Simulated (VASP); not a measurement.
# Cu (I4/mmm) in VASP: a series of runs, part 2 of 2

VASP 6.6.1. Earlier steps stand in the parts before.

**3. Single point, PBEsol (strain -0.050 along x and y, +0.000 along z)**

INCAR

```
PREC = Accurate ; ENCUT = 520
EDIFF = 1E-6 ; ISMEAR = 0
SIGMA = 0.15 ; LREAL = False
LASPH = True ; NELM = 80
ALGO = Fast ; ISIF = 2
LWAVE = False ; LCHARG = False
GGA = PS ; NBANDS = 12
```

KPOINTS

```
Automatic mesh
0
Gamma
  28 28 28
```

POSCAR

```
Cu
1.0
    0.0000000000      1.6926017084      1.7816860088
    1.6926017084      0.0000000000      1.7816860088
    1.6926017084      1.6926017084      0.0000000000
Cu
1
Direct
    0.0000000000      0.0000000000      0.0000000000
```

Potentials or basis: VASP PAW PBE potentials, release 64 (Cu).

Launch:

```
cat potpaw_PBE.64/Cu/POTCAR > POTCAR
mpirun -np 1 vasp_std > vasp.out
```

Wall time 5.5 min (1 thread of Intel Xeon Platinum 8175M at 2.50GHz (Skylake/Cascade Lake), shared host); peak memory 0.3 GiB.

The run converged. Its results:

* Free energy: -4.2298 eV
* Pressure: 23.5 GPa
* Band gap on the k mesh: zero (an odd number of electrons rules out a gap without spin polarisation)

Stress tensor (GPa, compression positive):
```
25.34  0.00  0.00
 0.00 25.34  0.00
 0.00  0.00 19.95
```

Levels at points of the mesh, in eV from the Fermi level:
| k point | band 2 | band 3 | band 4 | band 5 | band 6 | band 7 | band 8 | band 9 | band 10 | band 11 |
| --- | --- | --- | --- | --- | --- | --- | --- | --- | --- | --- |
| (0.00, 0.00, 0.00) | -3.77 | -3.45 | -3.45 | -2.69 | -2.36 | 23.75 | 27.18 | 27.65 | 27.65 | 30.14 |
| (0.50, 0.00, 0.00) | -3.76 | -3.45 | -1.87 | -1.75 | -1.52 | 4.51 | 21.52 | 24.09 | 25.28 | 26.34 |
| (0.50, 0.50, 0.00) | -5.29 | -1.81 | -1.65 | -1.65 | 0.52 | 7.20 | 15.07 | 15.07 | 19.84 | 23.56 |
| (0.50, 0.00, 0.50) | -5.31 | -1.84 | -1.73 | -1.52 | 1.73 | 8.62 | 13.75 | 13.77 | 18.75 | 22.42 |

Caveat: the cell differs from its parent crystal (strain -0.050 along x and y, +0.000 along z); the cell stands under pressure; the PAW data sets were made with another functional, which shifts forces and pressure a little.

**4. Single point, PBEsol (strain -0.025 along x and y, -0.050 along z)**

INCAR

```
SYSTEM = Cu
  PREC = Accurate
  ENCUT = 520
  EDIFF = 1E-6
  ISMEAR = 0
  SIGMA = 0.15
  LREAL = .FALSE.
  LASPH = .TRUE.
  NELM = 100
  ALGO = Fast
  ISIF = 2
  LWAVE = .FALSE.
  LCHARG = .FALSE.
  GGA = PS
  NBANDS = 12
```

KPOINTS

```
regular mesh
0
G
  28 28 28
  0 0 0
```

POSCAR

```
Cu
1.0
    0.0000000000      1.7371438586      1.6926017084
    1.7371438586      0.0000000000      1.6926017084
    1.7371438586      1.7371438586      0.0000000000
Cu
1
Direct
    0.0000000000      0.0000000000      0.0000000000
```

Launch:

```
cat potpaw_PBE.64/Cu/POTCAR > POTCAR
mpirun -np 1 vasp_std > vasp.out
```

It took 5.7 min on 1 thread of Intel Xeon Platinum 8175M at 2.50GHz (Skylake/Cascade Lake), shared host; peak memory 0.29 GiB.

It converged, with:

```
Free energy            : -4.2352 eV
Pressure               : 23.3 GPa
Band gap on the k mesh : zero (an odd number of electrons rules out a gap without spin polarisation)
```

Stress tensor (GPa, compression positive):
```
22.62  0.00  0.00
 0.00 22.62  0.00
 0.00  0.00 24.64
```

Levels at points of the mesh, in eV from the Fermi level:
```tsv
k point	band 2	band 3	band 4	band 5	band 6	band 7	band 8	band 9	band 10	band 11
(0.00, 0.00, 0.00)	-3.60	-3.60	-3.45	-2.59	-2.43	23.71	27.39	27.39	27.64	30.10
(0.50, 0.00, 0.00)	-3.67	-3.51	-1.83	-1.77	-1.52	4.50	22.01	23.87	24.92	26.80
(0.50, 0.50, 0.00)	-5.32	-1.82	-1.62	-1.62	1.74	8.62	13.72	13.72	18.71	22.37
(0.50, 0.00, 0.50)	-5.29	-1.82	-1.68	-1.58	1.11	7.89	14.40	14.40	19.28	22.97
```

Caveat: the cell differs from its parent crystal (strain -0.025 along x and y, -0.050 along z); the cell stands under pressure; the PAW data sets were made with another functional, which shifts forces and pressure a little.

**5. Single point, PBEsol (strain -0.050 along x and y, +0.025 along z)**

INCAR

```
PREC     = Accurate       # precision mode
ENCUT    = 520            # plane-wave cutoff, eV
EDIFF    = 1E-6           # SCF threshold, eV
ISMEAR   = 0              # smearing method
SIGMA    = 0.15           # smearing width, eV
LREAL    = F              # projectors in reciprocal space
LASPH    = T              # aspherical terms in the spheres
NELM     = 80             # most SCF steps
ALGO     = Fast           # electronic algorithm
ISIF     = 2              # what is computed and relaxed
LWAVE    = F              # write WAVECAR
LCHARG   = T              # write CHGCAR
GGA      = PS             # functional
LELF     = T              # ELF
LVHAR    = T            
NBANDS   = 12             # bands
```

KPOINTS

```
regular mesh
0
Gamma
  28 28 28
```

POSCAR

```
Cu
1.0
    0.0000000000      1.6926017084      1.8262281590
    1.6926017084      0.0000000000      1.8262281590
    1.6926017084      1.6926017084      0.0000000000
Cu
1
Direct
    0.0000000000      0.0000000000      0.0000000000
```

Launch:

```
cat potpaw_PBE.64/Cu/POTCAR > POTCAR
mpirun -np 1 vasp_std > vasp.out
```

Run time: 6.2 min. Hardware: 1 thread of Intel Xeon Platinum 8175M at 2.50GHz (Skylake/Cascade Lake), shared host; peak memory 0.3 GiB.

It converged, with:

```yaml
Free_energy: -4.2547 eV
Pressure: 17.4 GPa
Band_gap_on_the_k_mesh: zero (an odd number of electrons rules out a gap without spin polarisation)
```

Stress tensor (GPa, compression positive):
```
20.08  0.00  0.00
 0.00 20.08  0.00
 0.00  0.00 11.99
```

Levels at points of the mesh, in eV from the Fermi level:
```tsv
k point	band 2	band 3	band 4	band 5	band 6	band 7	band 8	band 9	band 10	band 11
(0.00, 0.00, 0.00)	-3.76	-3.30	-3.30	-2.72	-2.25	23.62	26.71	27.33	27.33	29.71
(0.50, 0.00, 0.00)	-3.73	-3.29	-1.86	-1.71	-1.42	4.38	20.71	23.99	25.32	25.51
(0.50, 0.50, 0.00)	-5.13	-1.77	-1.64	-1.64	0.21	6.58	15.29	15.29	19.92	23.49
(0.50, 0.00, 0.50)	-5.14	-1.83	-1.77	-1.45	1.95	8.66	13.36	13.43	18.33	21.81
```

Caveat: the cell differs from its parent crystal (strain -0.050 along x and y, +0.025 along z); the cell stands under pressure; the PAW data sets were made with another functional, which shifts forces and pressure a little.

**6. Single point, PBEsol (strain -0.050 along x and y, +0.050 along z)**

INCAR

```
PREC     = Accurate       # precision mode
ENCUT    = 520            # plane-wave cutoff, eV
EDIFF    = 1E-7           # SCF threshold, eV
ISMEAR   = 0              # smearing method
SIGMA    = 0.15           # smearing width, eV
LREAL    = False          # projectors in reciprocal space
LASPH    = True           # aspherical terms in the spheres
NELM     = 80             # most SCF steps
ALGO     = Fast           # electronic algorithm
ISIF     = 2              # what is computed and relaxed
LWAVE    = False          # write WAVECAR
LCHARG   = False          # write CHGCAR
GGA      = PS             # functional
NBANDS   = 12             # bands
```

KPOINTS

```
Automatic mesh
0
Gamma
  28 28 28
```

POSCAR

```
Cu
1.0
    0.0000000000      1.6926017084      1.8707703092
    1.6926017084      0.0000000000      1.8707703092
    1.6926017084      1.6926017084      0.0000000000
Cu
1
Direct
    0.0000000000      0.0000000000      0.0000000000
```

Potentials or basis: VASP PAW PBE potentials, release 64 (Cu).

Launch:

```
cat potpaw_PBE.64/Cu/POTCAR > POTCAR
mpirun -np 1 vasp_std > vasp.out
```

Run time: 7.1 min. Hardware: 1 thread of Intel Xeon Platinum 8175M at 2.50GHz (Skylake/Cascade Lake), shared host; peak memory 0.3 GiB.

It converged, with:

| Quantity | Value |
| --- | --- |
| Free energy | -4.2677 eV |
| Pressure | 12.3 GPa |
| Band gap on the k mesh | zero (an odd number of electrons rules out a gap without spin polarisation) |

Stress tensor (GPa, compression positive):
```
15.77  0.00  0.00
 0.00 15.77  0.00
 0.00  0.00  5.31
```

Levels at points of the mesh, in eV from the Fermi level:
| k point | band 4 | band 5 | band 6 | band 7 | band 8 | band 9 |
| --- | --- | --- | --- | --- | --- | --- |
| (0.00, 0.00, 0.00) | -3.15 | -2.74 | -2.14 | 23.53 | 26.29 | 27.02 |
| (0.50, 0.00, 0.00) | -1.85 | -1.66 | -1.32 | 4.28 | 19.85 | 24.01 |
| (0.50, 0.50, 0.00) | -1.62 | -1.62 | -0.05 | 6.02 | 15.51 | 15.51 |
| (0.50, 0.00, 0.50) | -1.79 | -1.38 | 2.17 | 8.71 | 13.00 | 13.14 |

Caveat: the cell differs from its parent crystal (strain -0.050 along x and y, +0.050 along z); the cell stands under pressure; the PAW data sets were made with another functional, which shifts forces and pressure a little.

**7. Single point, PBEsol (strain -0.025 along x and y, +0.000 along z)**

INCAR

```
SYSTEM = Cu
  ALGO = Fast
  EDIFF = 1E-6
  ENCUT = 520
  GGA = PS
  ISIF = 2
  ISMEAR = 0
  LASPH = .True.
  LCHARG = .True.
  LELF = .True.
  LREAL = .False.
  LVHAR = .True.
  LWAVE = .False.
  NBANDS = 12
  NELM = 100
  PREC = Accurate
  SIGMA = 0.15
```

KPOINTS

```
k-points
0
Gamma
  28 28 28
  0 0 0
```

POSCAR

```
Cu
1.0
    0.0000000000      1.7371438586      1.7816860088
    1.7371438586      0.0000000000      1.7816860088
    1.7371438586      1.7371438586      0.0000000000
Cu
1
Direct
    0.0000000000      0.0000000000      0.0000000000
```

Launch:

```
cat potpaw_PBE.64/Cu/POTCAR > POTCAR
mpirun -np 1 vasp_std > vasp.out
```

Run time: 4.6 min. Hardware: 1 thread of Intel Xeon Platinum 8175M at 2.50GHz (Skylake/Cascade Lake), shared host; peak memory 0.31 GiB.

It converged, with:

```
Free energy            : -4.2904 eV
Pressure               : 10.6 GPa
Band gap on the k mesh : zero (an odd number of electrons rules out a gap without spin polarisation)
```

Stress tensor (GPa, compression positive):
```
11.34  0.00  0.00
 0.00 11.34  0.00
 0.00  0.00  9.18
```

Levels at points of the mesh, in eV from the Fermi level:
```
           k point  band 2  band 3  band 4  band 5  band 6  band 7  band 8  band 9  band 10  band 11
(0.00, 0.00, 0.00)   -3.45   -3.30   -3.30   -2.47   -2.32   23.32   26.55   26.73    26.73    29.23
(0.50, 0.00, 0.00)   -3.46   -3.32   -1.76   -1.71   -1.34    4.22   21.57   23.25    23.94    26.01
(0.50, 0.50, 0.00)   -4.96   -1.75   -1.58   -1.58    0.98    7.30   14.18   14.18    18.88    22.22
(0.50, 0.00, 0.50)   -4.97   -1.76   -1.62   -1.52    1.56    7.99   13.54   13.57    18.35    21.65
```

Caveat: the cell differs from its parent crystal (strain -0.025 along x and y, +0.000 along z); the cell stands under pressure; the PAW data sets were made with another functional, which shifts forces and pressure a little.

**8. Overview**

```tsv
cell	further INCAR settings	gap on the mesh (eV)	pressure (GPa)
a = 2.425, b = 2.425, c = 2.394 Å, angles 60.4, 60.4, 59.1°, 1 atom	ALGO = Fast; EDIFF = 1e-06; NBANDS = 12	none	30.7
a = 2.457, b = 2.457, c = 2.394 Å, angles 60.9, 60.9, 58.3°, 1 atom	ALGO = Fast; EDIFF = 1e-06; NBANDS = 12	none	23.5
a = 2.425, b = 2.425, c = 2.457 Å, angles 59.6, 59.6, 60.9°, 1 atom	ALGO = Fast; EDIFF = 1e-06; NBANDS = 12	none	23.3
a = 2.490, b = 2.490, c = 2.394 Å, angles 61.3, 61.3, 57.5°, 1 atom	ALGO = Fast; EDIFF = 1e-06; NBANDS = 12	none	17.4
a = 2.523, b = 2.523, c = 2.394 Å, angles 61.7, 61.7, 56.6°, 1 atom	ALGO = Fast; EDIFF = 1e-07; NBANDS = 12	none	12.3
a = 2.488, b = 2.488, c = 2.457 Å, angles 60.4, 60.4, 59.2°, 1 atom	ALGO = Fast; EDIFF = 1e-06; NBANDS = 12	none	10.6
```

Alike in all rows: task single point; level PBEsol; potentials or basis VASP PAW PBE potentials, release 64 (Cu); no spin polarisation; k mesh 28 × 28 × 28; cutoff (eV) 520; smearing gaussian 0.15 eV.

Caveats: the cell stands under pressure; the PAW data sets were made with another functional, which shifts forces and pressure a little.

Total energies depend on the potentials used, so only differences within one code and one set of settings carry meaning.
